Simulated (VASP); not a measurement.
# WAu (F-43m) in VASP: further runs

The runs below take WAu through relaxation of cell and atoms, single point, with PBEsol+D3(BJ), RPBE, revPBE.

All numbers are computed with VASP 6.6.1; they aren't measurements. Logs are shortened: lines on timing, memory, paths and dates and some standing lists are left out, and cuts for length are marked.

### 1 The cell of the first run

Symmetry: F-43m, No. 216, cubic system. The conventional cell has a = 5.496 Å, b = 5.496 Å, c = 5.496 Å, α = 90.00°, β = 90.00°, γ = 90.00°. Within 3.1 Å of W (site symmetry -43m) lie 4 Au at 2.38 Å. Au (site symmetry -43m) has 4 W at 2.38 Å within 3.1 Å.

### 2 Relaxation of cell and atoms, PBEsol+D3(BJ)

File INCAR:

```
PREC = Accurate ; ENCUT = 600
EDIFF = 1E-7 ; ISMEAR = -1
SIGMA = 0.05 ; LREAL = F
LASPH = T ; NELM = 100
ALGO = Normal ; ISIF = 3
LWAVE = F ; LCHARG = F
GGA = PS ; IVDW = 12
IBRION = 2 ; NSW = 60
EDIFFG = -0.01
```

File KPOINTS:

```
regular mesh
0
Gamma
  8 8 8
```

File POSCAR:

```
WAu
1.0
    0.0000000000      2.7479792600      2.7479792600
    2.7479792600      0.0000000000      2.7479792600
    2.7479792600      2.7479792600      0.0000000000
W Au
1 1
Direct
    0.0000000000      0.0000000000      0.0000000000
    0.7500000000      0.7500000000      0.7500000000
```

Potentials or basis: VASP PAW PBE potentials, release 64 (W_sv, Au).

Started as:

```sh
> cat potpaw_PBE.64/W_sv/POTCAR potpaw_PBE.64/Au/POTCAR > POTCAR
> mpirun -np 1 vasp_std > vasp.out
```

OUTCAR:

```text
PREC = Accurate
   ENCUT = 600
   EDIFF = 1E-7
   ISMEAR = -1
   LREAL = F
   LASPH = T
   NELM = 100
   ISIF = 3
   GGA = PS
   IVDW = 12
   IBRION = 2
   NSW = 60
   EDIFFG = -0.01
 IVDW          = 12

 ion  position               nearest neighbor table
   1  0.000  0.000  0.000-   2 2.38   2 2.38   2 2.38   2 2.38
   2  0.750  0.750  0.750-   1 2.38   1 2.38   1 2.38   1 2.38

  LATTYP: Found a face centered cubic cell.
 ALAT       =     5.4959585200

  Lattice vectors:

 A1 = (   0.0000000000,   2.7479792600,   2.7479792600)
 A2 = (   2.7479792600,   0.0000000000,   2.7479792600)
 A3 = (   2.7479792600,   2.7479792600,   0.0000000000)

Analysis of symmetry for initial positions (statically):
=====================================================================
 Subroutine PRICEL returns:
 Original cell was already a primitive cell.

 Routine SETGRP: Setting up the symmetry group for a
 face centered cubic supercell.

 Subroutine GETGRP returns: Found 24 space group operations
 (whereof 24 operations were pure point group operations)
 out of a pool of 48 trial point group operations.

The static configuration has the point symmetry T_d .

Analysis of symmetry for dynamics (positions and initial velocities):
=====================================================================
 Subroutine PRICEL returns:
 Original cell was already a primitive cell.

 Routine SETGRP: Setting up the symmetry group for a
 face centered cubic supercell.

 Subroutine GETGRP returns: Found 24 space group operations
 (whereof 24 operations were pure point group operations)
 out of a pool of 48 trial point group operations.

The dynamic configuration has the point symmetry T_d .

 Subroutine INISYM returns: Found 24 space group operations
 (whereof 24 operations are pure point group operations),
 and found     1 'primitive' translations

----------------------------------------------------------------------------------------

                                     Primitive cell

  volume of cell :      41.5021

  direct lattice vectors                    reciprocal lattice vectors
     0.000000000  2.747979260  2.747979260    -0.181951883  0.181951883  0.181951883
     2.747979260  0.000000000  2.747979260     0.181951883 -0.181951883  0.181951883
     2.747979260  2.747979260  0.000000000     0.181951883  0.181951883 -0.181951883

  length of vectors
     3.886229539  3.886229539  3.886229539     0.315149905  0.315149905  0.315149905

  position of ions in fractional coordinates (direct lattice)
     0.000000000  0.000000000  0.000000000
     0.750000000  0.750000000  0.750000000

  ion indices of the primitive-cell ions
   primitive index   ion index
                 1           1
                 2           2

----------------------------------------------------------------------------------------

 KPOINTS: regular mesh

Automatic generation of k-mesh.
 Grid dimensions read from file:
 generate k-points for:    8    8    8

 Generating k-lattice:

  Cartesian coordinates                     Fractional coordinates (reciprocal lattice)
    -0.022743985  0.022743985  0.022743985     0.125000000  0.000000000  0.000000000
     0.022743985 -0.022743985  0.022743985     0.000000000  0.125000000  0.000000000
     0.022743985  0.022743985 -0.022743985     0.000000000  0.000000000  0.125000000

  Length of vectors
     0.039393738  0.039393738  0.039393738

  Shift w.r.t. Gamma in fractional coordinates (k-lattice)
     0.000000000  0.000000000  0.000000000

 Subroutine IBZKPT returns following result:
 ===========================================

 Found     29 irreducible k-points:

 Following reciprocal coordinates:
            Coordinates               Weight
  0.000000  0.000000  0.000000      1.000000
  0.125000  0.000000  0.000000      8.000000
  0.250000  0.000000  0.000000      8.000000
  0.375000  0.000000  0.000000      8.000000
  0.500000  0.000000  0.000000      4.000000
  0.125000  0.125000  0.000000      6.000000
[... 16 lines left out ...]
  0.500000  0.250000  0.125000     48.000000
 -0.375000  0.250000  0.125000     24.000000
 [... further k-points ...]
   k-points           NKPTS =     29   k-points in BZ     NKDIM =     29   number of bands    NBANDS=     16
   number of dos      NEDOS =    301   number of ions     NIONS =      2
   total plane-waves  NPLWV =  32768
   dimension x,y,z NGX =    32 NGY =   32 NGZ =   32
   dimension x,y,z NGXF=    64 NGYF=   64 NGZF=   64
   ions per type =               1   1
   NGX,Y,Z   is equivalent  to a cutoff of  13.69, 13.69, 13.69 a.u.
   NGXF,Y,Z  is equivalent  to a cutoff of  27.38, 27.38, 27.38 a.u.
 SYSTEM =  unknown system
   PREC   = accura    normal or accurate (medium, high low for compatibility)
   ISTART =      0    job   : 0-new  1-cont  2-samecut
   ICHARG =      2    charge: 1-file 2-atom 10-const
   ISPIN  =      1    spin polarized calculation?
   LNONCOLLINEAR =      F non collinear calculations
   LSORBIT =      F    spin-orbit coupling
   LASPH  =      T    aspherical Exc in radial PAW
   ENCUT  =  600.0 eV  44.10 Ry    6.64 a.u.   7.76  7.76  7.76*2*pi/ulx,y,z
   NELM   =    100;   NELMIN=  2; NELMDL= -5     # of ELM steps
   EDIFF  = 0.1E-06   stopping-criterion for ELM
   LREAL  =      F    real-space projection
   EDIFFG = -.1E-01   stopping-criterion for IOM
   NSW    =     60    number of steps for IOM
   IBRION =      2    ionic relax: 0-MD 1-quasi-New 2-CG
   NFREE  =      1    steps in history (QN), initial steepest desc. (CG)
   ISIF   =      3    stress and relaxation
   ISYM   =      2    0-nonsym 1-usesym 2-fastsym
   POTIM  = 0.5000    time-step for ionic-motion
   TEBEG  =    0.0;   TEEND  =   0.0 temperature during run
   PSTRESS=    0.0 pullay stress
   NELECT =      25.0000    total number of electrons
   NUPDOWN=      -1.0000    fix difference up-down
   EMIN   =  10.00;   EMAX   =-10.00  energy-range for DOS
   EFERMI =   0.00;   METHOD = LEGACY
   ISMEAR =    -1;   SIGMA  =   0.05  broadening in eV -4-tet -1-fermi 0-gaus
   EFERMI_NEDOS =   21; number of points for ismear=-14 and -15
   IALGO  =     38    algorithm
   IMIX   =      4    mixing-type and parameters
     AMIX     =   0.40;   BMIX     =  1.00
     AMIX_MAG =   1.60;   BMIX_MAG =  1.00
  volume/ion in A,a.u.               =      20.75       140.04
  Fermi-wavevector in a.u.,A,eV,Ry     =   1.382605  2.612744 26.008842  1.911596
  Thomas-Fermi vector in A             =   2.507280
   LORBIT       =      0    0 simple, 1 ext, 2 COOP (PROOUT), +10 PAW based schemes
   GGA     = PS    functional components
   LHFCALC =     F    Hartree Fock is set to
   AEXX    =    0.0000 exact exchange contribution
   IVDW    =    12    specifies the selected vdW correction
   LEPSILON=     F    determine dielectric tensor
   LRPA    =     F    only Hartree local field effects (RPA)
 conjugate gradient relaxation of ions
 non-spin polarized calculation
  energy-cutoff  :      600.00
  volume of cell :       41.50
 maximum number of plane-waves:      1411
   NGX = 15   NGY = 15   NGZ = 15

--------------------------------------- Ionic step        1  -------------------------------------------

 number of electron      24.9999999 magnetization

 Free energy of the ion-electron system (eV)
  ---------------------------------------------------
  ext. energy  EPLUGINS =         0.00000000
  ---------------------------------------------------
  free energy    TOTEN  =       -13.22618239 eV

  energy without entropy =      -13.20983711  energy(sigma->0) =      -13.21800975

------------------------ aborting loop because EDIFF is reached ----------------------------------------

 Edisp (eV)   -1.27079

 E8    (eV) :    -0.8986

  FORCE on cell =-STRESS in cart. coord.  units (eV):
  Direction    XX          YY          ZZ          XY          YZ          ZX
  --------------------------------------------------------------------------------------
  -------------------------------------------------------------------------------------
  Total       5.63242     5.63242     5.63242     0.00000     0.00000     0.00000
  in kB     217.43790   217.43790   217.43790     0.00000     0.00000     0.00000
  external pressure =      217.44 kB  Pullay stress =        0.00 kB

 VOLUME and BASIS-vectors are now :
 -----------------------------------------------------------------------------
  energy-cutoff  :      600.00
  volume of cell :       41.50
      direct lattice vectors                 reciprocal lattice vectors
     0.000000000  2.747979260  2.747979260    -0.181951883  0.181951883  0.181951883
     2.747979260  0.000000000  2.747979260     0.181951883 -0.181951883  0.181951883
     2.747979260  2.747979260  0.000000000     0.181951883  0.181951883 -0.181951883

 POSITION                                       TOTAL-FORCE (eV/Angst)
 -----------------------------------------------------------------------------------
      0.00000      0.00000      0.00000        -0.000000     -0.000000     -0.000000
      4.12197      4.12197      4.12197         0.000000      0.000000      0.000000
 -----------------------------------------------------------------------------------
    total drift:                               -0.000001     -0.000001     -0.000001

  FREE ENERGIE OF THE ION-ELECTRON SYSTEM (eV)
  ---------------------------------------------------
  free  energy   TOTEN  =       -14.4969756453 eV

  energy  without entropy=      -14.4806303671  energy(sigma->0) =      -14.48880301

--------------------------------------- Ionic step        2  -------------------------------------------

 number of electron      25.0000002 magnetization

 E-fermi :   3.4113     XC(G=0):  -9.7800

 val. band max:        3.3831916338   @ k =  -0.3750   0.2500   0.1250
 cond. band min:       3.4227313702   @ k =   0.3750   0.2500   0.0000
 fundamental gap:      0.0395397364
 Fermi energy:         3.4112940711

 k-point     1 :       0.0000    0.0000    0.0000
  band No.  band energies     occupation
      1     -71.2110      2.00000
      2     -35.3008      2.00000
      3     -35.3008      2.00000
      4     -35.3008      2.00000
      5      -3.0205      2.00000
      6      -1.3712      2.00000
[... 8 lines left out ...]
     15       4.3782      0.00000
     16      10.6619      0.00000
[... 543 lines left out ...]
 POSITION                                       TOTAL-FORCE (eV/Angst)
 -----------------------------------------------------------------------------------
      0.00000      0.00000      0.00000        -0.000000      0.000000     -0.000000
      4.27652      4.27652      4.27652         0.000000     -0.000000      0.000000
 -----------------------------------------------------------------------------------
    total drift:                               -0.000001     -0.000001     -0.000001

  FREE ENERGIE OF THE ION-ELECTRON SYSTEM (eV)
  ---------------------------------------------------
  free  energy   TOTEN  =       -14.7876280320 eV

  energy  without entropy=      -14.7694476314  energy(sigma->0) =      -14.77853783

--------------------------------------- Ionic step        5  -------------------------------------------

 number of electron      25.0000001 magnetization

 Free energy of the ion-electron system (eV)
  ---------------------------------------------------
  ext. energy  EPLUGINS =         0.00000000
  ---------------------------------------------------
  free energy    TOTEN  =       -13.64771831 eV

  energy without entropy =      -13.62958036  energy(sigma->0) =      -13.63864933

 E-fermi :   6.1215     XC(G=0): -11.1354

 val. band max:        6.0859893756   @ k =  -0.3750   0.2500   0.1250
 cond. band min:       6.1651765005   @ k =   0.3750   0.2500   0.0000
 fundamental gap:      0.0791871249
 Fermi energy:         6.1215279117

 k-point     1 :       0.0000    0.0000    0.0000
  band No.  band energies     occupation
      1     -68.0837      2.00000
      2     -32.2977      2.00000
      3     -32.2977      2.00000
      4     -32.2977      2.00000
      5      -1.7753      2.00000
      6       0.1008      2.00000
[... 8 lines left out ...]
     15       7.8612      0.00000
     16      14.7439      0.00000
[... 463 lines left out ...]
 POSITION                                       TOTAL-FORCE (eV/Angst)
 -----------------------------------------------------------------------------------
      0.00000      0.00000      0.00000        -0.000000      0.000000     -0.000000
      4.27343      4.27343      4.27343         0.000000     -0.000000      0.000000
 -----------------------------------------------------------------------------------
    total drift:                               -0.000001     -0.000001     -0.000001

  FREE ENERGIE OF THE ION-ELECTRON SYSTEM (eV)
  ---------------------------------------------------
  free  energy   TOTEN  =       -14.7877020780 eV

  energy  without entropy=      -14.7695641244  energy(sigma->0) =      -14.77863310

 reached required accuracy - stopping structural energy minimisation
```

Wall time 74 s (1 thread of Intel Xeon Platinum 8259CL at 2.50GHz (Skylake/Cascade Lake), shared host); peak memory 0.21 GiB.

Results:

```
Free energy                            : -14.7877 eV
Relaxed volume                         : 23.12 Å³/atom
Relaxed cell                           : a = 4.029 Å, b = 4.029 Å, c = 4.029 Å, α = 60.00°, β = 60.00°, γ = 60.00°
Space group after relaxing (to 0.05 Å) : F-43m (No. 216)
Energy gained by relaxing              : 145.4 meV/atom
Ionic steps                            : 5
Pressure after relaxing                : 0.1 GPa
Dispersion energy per atom             : -0.570 eV
```

The path:
```tsv
step	energy change (eV)	largest force (eV/Å)	pressure (GPa)	volume (Å³)
1	0.0000	0.0000	21.74	41.50
2	0.9802	0.0000	-21.10	60.82
3	-0.2878	0.0000	-1.71	46.79
4	-0.2907	0.0000	-0.28	46.35
5	-0.2907	0.0000	0.06	46.25
```

Final structure:
```
W Au
1.0
     0.00000    2.84895    2.84895
     2.84895    0.00000    2.84895
     2.84895    2.84895    0.00000
W Au
1 1
Direct
  0.00000 0.00000 0.00000
  0.75000 0.75000 0.75000
```

Levels at points of the mesh, in eV from the Fermi level:
| k point | band 11 | band 12 | band 13 | band 14 | band 15 | band 16 |
| --- | --- | --- | --- | --- | --- | --- |
| (0.00, 0.00, 0.00) | -0.78 | -0.78 | -0.78 | 1.74 | 1.74 | 8.62 |
| (0.50, 0.00, 0.00) | -2.00 | -0.24 | -0.24 | 1.52 | 1.52 | 2.20 |
| (0.50, 0.50, 0.00) | -2.93 | 0.39 | 1.32 | 1.64 | 1.64 | 3.04 |

Caveat: the PAW data sets were made with another functional, which shifts forces and pressure a little; spin-orbit coupling is left out, which moves the levels of the heavy elements; pairwise dispersion overbinds metals, which lowers pressure and volume.

### 3 Single point, RPBE

File INCAR:

```
PREC     = Accurate       # precision mode
ENCUT    = 520            # plane-wave cutoff, eV
EDIFF    = 1E-6           # SCF threshold, eV
ISMEAR   = -1             # smearing method
SIGMA    = 0.05           # smearing width, eV
LREAL    = F              # projectors in reciprocal space
LASPH    = T              # aspherical terms in the spheres
NELM     = 80             # most SCF steps
ALGO     = Normal         # electronic algorithm
ISIF     = 2              # what is computed and relaxed
LWAVE    = F              # write WAVECAR
LCHARG   = F              # write CHGCAR
GGA      = RP             # functional
NBANDS   = 20             # bands
```

KPOINTS is that of step 2.

POSCAR is that of step 2.

Potentials or basis: VASP PAW PBE potentials, release 64 (W_sv, Au).

Started as:

```sh
> cat potpaw_PBE.64/W_sv/POTCAR potpaw_PBE.64/Au/POTCAR > POTCAR
> mpirun -np 1 vasp_std > vasp.out
```

Wall time 40 s (1 thread of Intel Xeon 8259CL, shared host); peak memory 0.18 GiB.

The run converged. Its results:

```
Free energy : -10.4364 eV
Pressure    : 35.9 GPa
```

Levels at points of the mesh, in eV from the Fermi level:
```csv
k point,band 11,band 12,band 13,band 14,band 15,band 16
"(0.00, 0.00, 0.00)",-0.85,-0.85,-0.85,2.12,2.12,9.21
"(0.50, 0.00, 0.00)",-2.20,-0.22,-0.22,1.82,1.82,2.62
"(0.50, 0.50, 0.00)",-3.19,0.38,1.48,1.98,1.98,3.68
```

Caveat: the PAW data sets were made with another functional, which shifts forces and pressure a little; spin-orbit coupling is left out, which moves the levels of the heavy elements.

(Continued in part 2 of 2.)
